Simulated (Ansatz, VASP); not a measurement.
## Two plane-wave programs on In3GaP4

INCAR

```
ALGO = Normal
EDIFF = 1E-7
ENCUT = 520
GGA = PE
ISIF = 2
ISMEAR = 0
LASPH = T
LCHARG = F
LREAL = F
LWAVE = F
NBANDS = 46
NELM = 100
PREC = Accurate
SIGMA = 0.1
```

File KPOINTS:

```
k-points
0
Gamma
  4 4 4
```

The input POSCAR:

```
In3GaP4
1.0
    5.5956334900      0.0000000000      0.0000000000
    0.0000000000      5.5956334900      0.0000000000
    0.0000000000      0.0000000000      5.5956334900
In Ga P
3 1 4
Direct
    0.5000000000      0.0000000000      0.5000000000
    0.5000000000      0.5000000000      0.0000000000
    0.0000000000      0.5000000000      0.5000000000
    0.0000000000      0.0000000000      0.0000000000
    0.2500000000      0.7500000000      0.7500000000
    0.2500000000      0.2500000000      0.2500000000
    0.7500000000      0.7500000000      0.2500000000
    0.7500000000      0.2500000000      0.7500000000
```

Input for Ansatz:

```yaml
crystal:
  lattice:
    - [5.59563349, 0.0, 0.0]
    - [0.0, 5.59563349, 0.0]
    - [0.0, 0.0, 5.59563349]
  atoms:
    - { symbol: In, position: [0.5, 0.0, 0.5] }
    - { symbol: In, position: [0.5, 0.5, 0.0] }
    - { symbol: In, position: [0.0, 0.5, 0.5] }
    - { symbol: Ga, position: [0.0, 0.0, 0.0] }
    - { symbol: P, position: [0.25, 0.75, 0.75] }
    - { symbol: P, position: [0.25, 0.25, 0.25] }
    - { symbol: P, position: [0.75, 0.75, 0.25] }
    - { symbol: P, position: [0.75, 0.25, 0.75] }
basis:
  ecutwfc: 420
kpoints:
  mp_grid: { grid: [4, 4, 4] }
hamiltonian:
  xc: pbe
scf:
  occupations: { method: gaussian, width: 0.1 }
  lower_state_search: "off"
output:
  forces: true
  stress: true
  eigenvalues: true
```

Alike in both runs: task single point; functional PBE; k mesh 4 × 4 × 4; occupations gaussian, width 0.1 eV; no spin polarisation.

|  | VASP | Ansatz |
| --- | --- | --- |
| version | VASP 6.6.1 | Ansatz 0.2.0 |
| potentials or method | VASP PAW PBE potentials, release 64 (In_d, Ga_d, P), cutoff 520 eV | scalar-relativistic, plane waves, PAW |
| valence electrons in the cell | 72 | 72 |

```csv
,VASP,Ansatz,Ansatz less VASP
gap on the k mesh at the Fermi level (eV),1.08,1.09,+0.005
least direct gap on the mesh (eV),1.25,1.25,+0.004
pressure (GPa),12.1,12.1,+0.09
```
